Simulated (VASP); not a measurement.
# SrTiO3 (Pm-3m) in VASP: further runs

SrTiO3 is run at these levels: PBE; tasks: single point, relaxation of cell and atoms.

Everything below comes from runs of VASP 6.6.1. Logs are shortened: lines on timing, memory, paths and dates and some standing lists are left out, and cuts for length are marked.

### 1 The cell of the first run

It takes space group Pm-3m (No. 221, cubic). Conventional cell: a = 3.936 Å, b = 3.936 Å, c = 3.936 Å, α = 90.00°, β = 90.00°, γ = 90.00°. Sr (site symmetry m-3m) has 12 O at 2.78 Å and 8 Ti at 3.41 Å within 3.7 Å. Within 2.6 Å of Ti (site symmetry m-3m) lie 6 O at 1.97 Å. Within 2.6 Å of O (site symmetry 4/mmm) lie 2 Ti at 1.97 Å.

### 2 Single point, PBE

Contents of INCAR:

```
SYSTEM = SrTiO3
ALGO = Normal ; EDIFF = 1E-6
ENCUT = 520 ; GGA = PE
ISIF = 2 ; ISMEAR = 0
LASPH = .True. ; LCHARG = .True.
LELF = .True. ; LREAL = .False.
LVHAR = .True. ; LWAVE = .False.
NBANDS = 28 ; NELM = 60
PREC = Accurate ; SIGMA = 0.02
```

Contents of KPOINTS:

```
k-points
0
Gamma
  10 10 10
  0 0 0
```

Contents of POSCAR:

```
SrTiO3
1.0
    3.9364024076      0.0000000000      0.0000000000
    0.0000000000      3.9364024076      0.0000000000
    0.0000000000      0.0000000000      3.9364024076
Sr Ti O
1 1 3
Direct
    0.5000000000      0.5000000000      0.5000000000
    0.0000000000      0.0000000000      0.0000000000
    0.5000000000      0.0000000000      0.0000000000
    0.0000000000      0.5000000000      0.0000000000
    0.0000000000      0.0000000000      0.5000000000
```

Potentials or basis: VASP PAW PBE potentials, release 64 (Sr_sv, Ti_sv, O).

Started as:

```console
cat potpaw_PBE.64/Sr_sv/POTCAR potpaw_PBE.64/Ti_sv/POTCAR potpaw_PBE.64/O/POTCAR > POTCAR
mpirun -np 1 vasp_std > vasp.out
```

OUTCAR:

```text
SYSTEM = SrTiO3
   EDIFF = 1E-6
   ENCUT = 520
   GGA = PE
   ISIF = 2
   ISMEAR = 0
   LASPH = .True.
   LREAL = .False.
   NELM = 60
   PREC = Accurate

 ion  position               nearest neighbor table
   1  0.500  0.500  0.500-   3 2.78   4 2.78   5 2.78   3 2.78   4 2.78   3 2.78   5 2.78   3 2.78
                             4 2.78   5 2.78   4 2.78   5 2.78   2 3.41   2 3.41   2 3.41   2 3.41
   2  0.000  0.000  0.000-   3 1.97   4 1.97   5 1.97   5 1.97   4 1.97   3 1.97   1 3.41   1 3.41
                             1 3.41   1 3.41   1 3.41   1 3.41   1 3.41   1 3.41
   3  0.500  0.000  0.000-   2 1.97   2 1.97   1 2.78   1 2.78   1 2.78   1 2.78
   4  0.000  0.500  0.000-   2 1.97   2 1.97   1 2.78   1 2.78   1 2.78   1 2.78
   5  0.000  0.000  0.500-   2 1.97   2 1.97   1 2.78   1 2.78   1 2.78   1 2.78

  LATTYP: Found a simple cubic cell.
 ALAT       =     3.9364024076

  Lattice vectors:

 A1 = (   3.9364024076,   0.0000000000,   0.0000000000)
 A2 = (   0.0000000000,   3.9364024076,   0.0000000000)
 A3 = (   0.0000000000,   0.0000000000,   3.9364024076)

Analysis of symmetry for initial positions (statically):
=====================================================================
 Subroutine PRICEL returns:
 Original cell was already a primitive cell.

 Routine SETGRP: Setting up the symmetry group for a
 simple cubic supercell.

 Subroutine GETGRP returns: Found 48 space group operations
 (whereof 48 operations were pure point group operations)
 out of a pool of 48 trial point group operations.

The static configuration has the point symmetry O_h .

Analysis of symmetry for dynamics (positions and initial velocities):
=====================================================================
 Subroutine PRICEL returns:
 Original cell was already a primitive cell.

 Routine SETGRP: Setting up the symmetry group for a
 simple cubic supercell.

 Subroutine GETGRP returns: Found 48 space group operations
 (whereof 48 operations were pure point group operations)
 out of a pool of 48 trial point group operations.

The dynamic configuration has the point symmetry O_h .

 Subroutine INISYM returns: Found 48 space group operations
 (whereof 48 operations are pure point group operations),
 and found     1 'primitive' translations

----------------------------------------------------------------------------------------

                                     Primitive cell

  volume of cell :      60.9956

  direct lattice vectors                    reciprocal lattice vectors
     3.936402408  0.000000000  0.000000000     0.254039068  0.000000000  0.000000000
     0.000000000  3.936402408  0.000000000     0.000000000  0.254039068  0.000000000
     0.000000000  0.000000000  3.936402408     0.000000000  0.000000000  0.254039068

  length of vectors
     3.936402408  3.936402408  3.936402408     0.254039068  0.254039068  0.254039068

  position of ions in fractional coordinates (direct lattice)
     0.500000000  0.500000000  0.500000000
     0.000000000  0.000000000  0.000000000
     0.500000000  0.000000000  0.000000000
     0.000000000  0.500000000  0.000000000
     0.000000000  0.000000000  0.500000000

  ion indices of the primitive-cell ions
   primitive index   ion index
                 1           1
                 2           2
                 3           3
                 4           4
                 5           5

----------------------------------------------------------------------------------------

 KPOINTS: k-points

Automatic generation of k-mesh.
 Grid dimensions read from file:
 generate k-points for:   10   10   10

 Generating k-lattice:

  Cartesian coordinates                     Fractional coordinates (reciprocal lattice)
     0.025403907  0.000000000  0.000000000     0.100000000  0.000000000  0.000000000
     0.000000000  0.025403907  0.000000000     0.000000000  0.100000000  0.000000000
     0.000000000  0.000000000  0.025403907     0.000000000  0.000000000  0.100000000

  Length of vectors
     0.025403907  0.025403907  0.025403907

  Shift w.r.t. Gamma in fractional coordinates (k-lattice)
     0.000000000  0.000000000  0.000000000

 Subroutine IBZKPT returns following result:
 ===========================================

 Found     56 irreducible k-points:

 Following reciprocal coordinates:
            Coordinates               Weight
  0.000000  0.000000  0.000000      1.000000
  0.100000  0.000000  0.000000      6.000000
  0.200000  0.000000  0.000000      6.000000
  0.300000  0.000000  0.000000      6.000000
  0.400000  0.000000  0.000000      6.000000
  0.500000  0.000000  0.000000      3.000000
[... 16 lines left out ...]
  0.200000  0.100000  0.100000     24.000000
  0.300000  0.100000  0.100000     24.000000
 [... further k-points ...]
   k-points           NKPTS =     56   k-points in BZ     NKDIM =     56   number of bands    NBANDS=     28
   number of dos      NEDOS =    301   number of ions     NIONS =      5
   total plane-waves  NPLWV =  27000
   dimension x,y,z NGX =    30 NGY =   30 NGZ =   30
   dimension x,y,z NGXF=    60 NGYF=   60 NGZF=   60
   ions per type =               1   1   3
   NGX,Y,Z   is equivalent  to a cutoff of  12.67, 12.67, 12.67 a.u.
   NGXF,Y,Z  is equivalent  to a cutoff of  25.34, 25.34, 25.34 a.u.
 SYSTEM =  SrTiO3
   PREC   = accura    normal or accurate (medium, high low for compatibility)
   ISTART =      0    job   : 0-new  1-cont  2-samecut
   ICHARG =      2    charge: 1-file 2-atom 10-const
   ISPIN  =      1    spin polarized calculation?
   LNONCOLLINEAR =      F non collinear calculations
   LSORBIT =      F    spin-orbit coupling
   LASPH  =      T    aspherical Exc in radial PAW
   ENCUT  =  520.0 eV  38.22 Ry    6.18 a.u.   7.32  7.32  7.32*2*pi/ulx,y,z
   NELM   =     60;   NELMIN=  2; NELMDL= -5     # of ELM steps
   EDIFF  = 0.1E-05   stopping-criterion for ELM
   LREAL  =      F    real-space projection
   EDIFFG = 0.1E-04   stopping-criterion for IOM
   NSW    =      0    number of steps for IOM
   IBRION =     -1    ionic relax: 0-MD 1-quasi-New 2-CG
   NFREE  =      0    steps in history (QN), initial steepest desc. (CG)
   ISIF   =      2    stress and relaxation
   ISYM   =      2    0-nonsym 1-usesym 2-fastsym
   POTIM  = 0.5000    time-step for ionic-motion
   TEBEG  =    0.0;   TEEND  =   0.0 temperature during run
   PSTRESS=    0.0 pullay stress
   NELECT =      40.0000    total number of electrons
   NUPDOWN=      -1.0000    fix difference up-down
   EMIN   =  10.00;   EMAX   =-10.00  energy-range for DOS
   EFERMI =   0.00;   METHOD = LEGACY
   ISMEAR =     0;   SIGMA  =   0.02  broadening in eV -4-tet -1-fermi 0-gaus
   EFERMI_NEDOS =   21; number of points for ismear=-14 and -15
   IALGO  =     38    algorithm
   IMIX   =      4    mixing-type and parameters
     AMIX     =   0.40;   BMIX     =  1.00
     AMIX_MAG =   1.60;   BMIX_MAG =  1.00
  volume/ion in A,a.u.               =      12.20        82.32
  Fermi-wavevector in a.u.,A,eV,Ry     =   1.422314  2.687783 27.524256  2.022976
  Thomas-Fermi vector in A             =   2.543030
   LORBIT       =      0    0 simple, 1 ext, 2 COOP (PROOUT), +10 PAW based schemes
   GGA     = PE    functional components
   LHFCALC =     F    Hartree Fock is set to
   AEXX    =    0.0000 exact exchange contribution
   IVDW    =     0    specifies the selected vdW correction
   LEPSILON=     F    determine dielectric tensor
   LRPA    =     F    only Hartree local field effects (RPA)
 non-spin polarized calculation
 Gauss-broadening in eV      SIGMA  =   0.02
  energy-cutoff  :      520.00
  volume of cell :       61.00
 maximum number of plane-waves:      1657
 NGX is ok and might be reduce to    30
   NGX = 15   NGY = 15   NGZ = 15

 number of electron      39.9999990 magnetization

 Free energy of the ion-electron system (eV)
  ---------------------------------------------------
  ext. energy  EPLUGINS =         0.00000000
  ---------------------------------------------------
  free energy    TOTEN  =       -40.10331565 eV

  energy without entropy =      -40.10331565  energy(sigma->0) =      -40.10331565

 E-fermi :   4.1507     XC(G=0): -11.1445

 val. band max:        3.9706280924   @ k =   0.5000   0.5000   0.5000
 cond. band min:       5.7806439964   @ k =   0.0000   0.0000   0.0000
 fundamental gap:      1.8100159040
 Fermi energy:         4.1506536335

 k-point     1 :       0.0000    0.0000    0.0000
  band No.  band energies     occupation
      1     -52.5939      2.00000
      2     -28.8945      2.00000
      3     -28.8249      2.00000
      4     -28.8249      2.00000
      5     -28.8249      2.00000
      6     -13.3704      2.00000
[... 20 lines left out ...]
     27       9.3471      0.00000
     28       9.9715      0.00000

 k-point     2 :       0.1000    0.0000    0.0000
  band No.  band energies     occupation
      1     -52.5938      2.00000
      2     -28.9059      2.00000
      3     -28.8246      2.00000
      4     -28.8246      2.00000
      5     -28.8175      2.00000
      6     -13.3726      2.00000
[... 20 lines left out ...]
     27       9.5220      0.00000
     28      10.2089      0.00000

 k-point     3 :       0.2000    0.0000    0.0000
  band No.  band energies     occupation
      1     -52.5935      2.00000
      2     -28.9306      2.00000
      3     -28.8240      2.00000
      4     -28.8240      2.00000
      5     -28.8035      2.00000
      6     -13.4028      2.00000
[... 20 lines left out ...]
     27       9.9763      0.00000
     28      10.8825      0.00000

 k-point     4 :       0.3000    0.0000    0.0000
  band No.  band energies     occupation
      1     -52.5930      2.00000
      2     -28.9566      2.00000
      3     -28.8232      2.00000
      4     -28.8232      2.00000
      5     -28.7905      2.00000
      6     -13.4756      2.00000
[... 20 lines left out ...]
     27      10.5393      0.00000
     28      11.8914      0.00000

 k-point     5 :       0.4000    0.0000    0.0000
  band No.  band energies     occupation
      1     -52.5927      2.00000
      2     -28.9758      2.00000
      3     -28.8226      2.00000
      4     -28.8226      2.00000
      5     -28.7816      2.00000
      6     -13.5497      2.00000
[... 20 lines left out ...]
     27      11.0629      0.00000
     28      11.9424      0.00000

 k-point     6 :       0.5000    0.0000    0.0000
  band No.  band energies     occupation
      1     -52.5926      2.00000
      2     -28.9829      2.00000
      3     -28.8223      2.00000
      4     -28.8223      2.00000
      5     -28.7785      2.00000
      6     -13.5796      2.00000
[... 463 lines left out ...]
      5     -28.8199      2.00000
      6     -12.7365      2.00000
[... 20 lines left out ...]
     27      12.1170      0.00000
     28      13.3690      0.00000

 k-point    22 :       0.1000    0.1000    0.1000
  band No.  band energies     occupation
      1     -52.5935      2.00000
      2     -28.9171      2.00000
      3     -28.8305      2.00000
      4     -28.8305      2.00000
      5     -28.8019      2.00000
      6     -13.3578      2.00000
[... 20 lines left out ...]
     27       9.8259      0.00000
     28      10.5759      0.00000

 k-point    23 :       0.2000    0.1000    0.1000
  band No.  band energies     occupation
      1     -52.5932      2.00000
      2     -28.9306      2.00000
      3     -28.8354      2.00000
      4     -28.8299      2.00000
      5     -28.7938      2.00000
      6     -13.3553      2.00000
[... 20 lines left out ...]
     27      10.2461      0.00000
     28      11.0619      0.00000

 k-point    24 :       0.3000    0.1000    0.1000
  band No.  band energies     occupation
      1     -52.5928      2.00000
      2     -28.9495      2.00000
      3     -28.8340      2.00000
      4     -28.8290      2.00000
      5     -28.7888      2.00000
      6     -13.3944      2.00000
[... 20 lines left out ...]
     27      10.8216      0.00000
     28      11.7904      0.00000

 [... further k-points ...]

------------------------ aborting loop because EDIFF is reached ----------------------------------------

  FORCE on cell =-STRESS in cart. coord.  units (eV):
  Direction    XX          YY          ZZ          XY          YZ          ZX
  --------------------------------------------------------------------------------------
  -------------------------------------------------------------------------------------
  Total        0.2430256      0.2430256      0.2430256     -0.0000000      0.0000000      0.0000000
  in kB        6.3835782      6.3835782      6.3835782     -0.0000000      0.0000000      0.0000000
  external PRESSURE =       6.3835782 kB  Pullay stress =       0.0000000 kB

 VOLUME and BASIS-vectors are now :
 -----------------------------------------------------------------------------
  energy-cutoff  :      520.00
  volume of cell :       61.00
      direct lattice vectors                 reciprocal lattice vectors
     3.936402408  0.000000000  0.000000000     0.254039068  0.000000000  0.000000000
     0.000000000  3.936402408  0.000000000     0.000000000  0.254039068  0.000000000
     0.000000000  0.000000000  3.936402408     0.000000000  0.000000000  0.254039068

 POSITION                                       TOTAL-FORCE (eV/Angst)
 -----------------------------------------------------------------------------------
      1.96820      1.96820      1.96820         0.000000      0.000000      0.000000
      0.00000      0.00000      0.00000         0.000000      0.000000      0.000000
      1.96820      0.00000      0.00000         0.000000      0.000000      0.000000
      0.00000      1.96820      0.00000         0.000000      0.000000      0.000000
      0.00000      0.00000      1.96820         0.000000      0.000000      0.000000
 -----------------------------------------------------------------------------------
    total drift:                                0.000000     -0.000000      0.000000

  FREE ENERGIE OF THE ION-ELECTRON SYSTEM (eV)
  ---------------------------------------------------
  free  energy   TOTEN  =       -40.1033156495 eV

  energy  without entropy=      -40.1033156495  energy(sigma->0) =      -40.10331565
```

Wall time 2.7 min (1 thread of Intel Xeon 8259CL, shared host); peak memory 0.24 GiB.

Results:

```yaml
Free_energy: -40.1033 eV
Pressure: 0.6 GPa
Band_gap_on_the_k_mesh: 1.81 eV (least direct gap 2.18 eV)
```

Levels at points of the mesh, in eV from the valence-band top:
```csv
k point,band 16,band 17,band 18,band 19,band 20,band 21,band 22,band 23,band 24,band 25
"(0.00, 0.00, 0.00)",-1.13,-1.13,-0.37,-0.37,-0.37,1.81,1.81,1.81,4.14,4.14
"(0.50, 0.00, 0.00)",-2.29,-2.29,-1.91,-0.73,-0.73,1.97,3.66,3.66,4.15,6.28
"(0.50, 0.50, 0.00)",-2.77,-1.74,-1.54,-1.54,-0.09,3.66,3.66,4.11,5.08,7.77
"(0.50, 0.50, 0.50)",-3.67,-3.67,0.00,0.00,0.00,4.31,4.31,4.31,6.85,6.85
```

A k mesh can miss the band edges. PBE gaps usually lie below the measured ones, often by a third to a half.

(Part 1 of 2 ends here.)
